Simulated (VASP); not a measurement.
Set up this calculation in VASP 6.6.1, as the native input.

```yaml
Task: single point
Functional: PBE
Potentials_or_basis: VASP PAW PBE potentials, release 64 (C, O)
Cutoff: 520 eV
k_mesh: 7 × 3 × 1
Occupations: gaussian, width 0.1 eV
Spin: no spin polarisation
Dipole_correction: yes
Further_INCAR_settings: ALGO = Normal; EDIFF = 1e-06; NBANDS = 34
```

The structure of C10O lies in POSCAR:

```
C10O
1.0
    4.2718357708      0.0000000000      0.0000000000
   -2.1359178854      8.6110540238      0.0000000000
    0.0000000000      0.0000000000     20.2788010491
C O
10 1
Direct
    0.1564123854      0.9794914374      0.1972503202
    0.8230790520      0.9794914374      0.1972503202
    0.6461581040      0.9589828748      0.2574344482
    0.3128247708      0.9589828748      0.2574344482
    0.1338042908      0.9383829247      0.3175270418
    0.8045779619      0.9383827251      0.3175270445
    0.6222261577      0.9176688648      0.3778998052
    0.2954420376      0.9176688691      0.3778997289
    0.0947395260      0.8987957680      0.4329048751
    0.8040524743      0.8987950712      0.4329053295
    0.5947395260      1.3987957680      0.3609089626
```

These files were run (other wordings do the same):

INCAR

```
PREC     = Accurate       # precision mode
ENCUT    = 520            # plane-wave cutoff, eV
EDIFF    = 1E-6           # SCF threshold, eV
ISMEAR   = 0              # smearing method
SIGMA    = 0.1            # smearing width, eV
LREAL    = False          # projectors in reciprocal space
LASPH    = True           # aspherical terms in the spheres
NELM     = 80             # most SCF steps
ALGO     = Normal         # electronic algorithm
ISIF     = 2              # what is computed and relaxed
LWAVE    = False          # write WAVECAR
LCHARG   = False          # write CHGCAR
LDIPOL   = True         
IDIPOL   = 3            
DIPOL    = 0.5 0.5 0.321
GGA      = PE             # functional
NBANDS   = 34             # bands
```

KPOINTS

```
Automatic mesh
0
Gamma
  7 3 1
```

Potentials or basis: VASP PAW PBE potentials, release 64 (C, O).

Command:

```sh
$ cat potpaw_PBE.64/C/POTCAR potpaw_PBE.64/O/POTCAR > POTCAR
$ mpirun -np 1 vasp_std > vasp.out
```

It gave:

```json
{
  "Largest force": "7.446 eV/Å",
  "Band gap on the k mesh": "zero (bands 23 and 24 overlap by 0.08 eV)"
}
```

Run time: 18 min on 1 thread of Intel(R) Xeon(R) 6975P-C (Granite Rapids), with other jobs on the host, peak memory 0.8 GiB.
